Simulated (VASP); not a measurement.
Mg3Cd2Te3:

```
Mg Cd Te
1.0
     6.32213    0.00000    0.00000
    -3.16106    5.47512    0.00000
     0.00000    0.00000    5.05357
Mg Cd Te
3 2 3
Direct
  0.65333 0.82667 0.00000
  0.17333 0.82667 0.00000
  0.17333 0.34667 0.00000
  0.00000 0.00000 0.50000
  0.66667 0.33333 0.00000
  0.01255 0.50627 0.50000
  0.49373 0.50627 0.50000
  0.49373 0.98745 0.50000
```

The cell was generated, and may not be a known phase.

- Program: VASP 6.6.1
- Task: relaxation of cell and atoms
- Functional: PBE
- Potentials or basis: VASP PAW PBE potentials, release 64 (Mg, Cd, Te)
- Cutoff: 600 eV
- k mesh: 3 × 3 × 3
- Occupations: gaussian, width 0.2 eV
- Spin: no spin polarisation

At the start: pressure 10.8 GPa; volume 21.87 Å³/atom.

**Question.** How do energy, volume and symmetry change on relaxing?

**Answer.** Over 19 steps the energy falls by 347.0 meV/atom and the volume is 28.20 Å³/atom (+29.0 %); space group P-6m2 (No. 187, to 0.1 Å) before and after.

The path:
```tsv
step	energy change (eV)	largest force (eV/Å)	pressure (GPa)	volume (Å³)
1	0.0000	0.7617	10.81	174.93
2	-1.5705	0.1324	-1.55	214.45
3	-1.5729	0.1516	-2.23	219.15
4	-1.9639	0.0671	-1.07	214.34
5	-2.0587	0.0588	-0.15	211.73
6	-2.2436	0.0963	2.11	205.99
7	-2.0733	0.0480	7.98	192.28
8	-2.2869	0.0645	3.94	201.83
9	-2.5705	0.0440	2.65	209.17
10	-2.6942	0.1636	0.86	220.77
11	-2.7245	0.1162	1.28	217.34
12	-2.7243	0.1226	1.23	217.70
13	-2.7510	0.1149	0.52	220.93
14	-2.7528	0.1150	0.29	222.08
15	-2.7576	0.1186	0.14	223.15
16	-2.7626	0.1308	-0.26	226.33
17	-2.7664	0.1164	-0.16	226.03
18	-2.7697	0.0900	0.04	225.46
19	-2.7761	0.0708	0.04	225.58
```

Final structure:
```
Mg Cd Te
1.0
     8.05251    0.00000    0.00000
    -4.02625    6.97367    0.00000
     0.00000    0.00000    4.01698
Mg Cd Te
3 2 3
Direct
  0.65733 0.82866 0.00000
  0.17134 0.82866 0.00000
  0.17134 0.34267 0.00000
  0.00000 0.00000 0.50000
  0.66667 0.33333 0.00000
  0.00354 0.50177 0.50000
  0.49823 0.50177 0.50000
  0.49823 0.99646 0.50000
```

Caveat: the k points lie up to 0.52 Å⁻¹ apart in the final cell; the volume moved by over 15 % at a fixed basis, so the end points are rough; the relaxation stopped at a loose force limit of 0.08 eV/Å, so its end isn't a converged minimum.
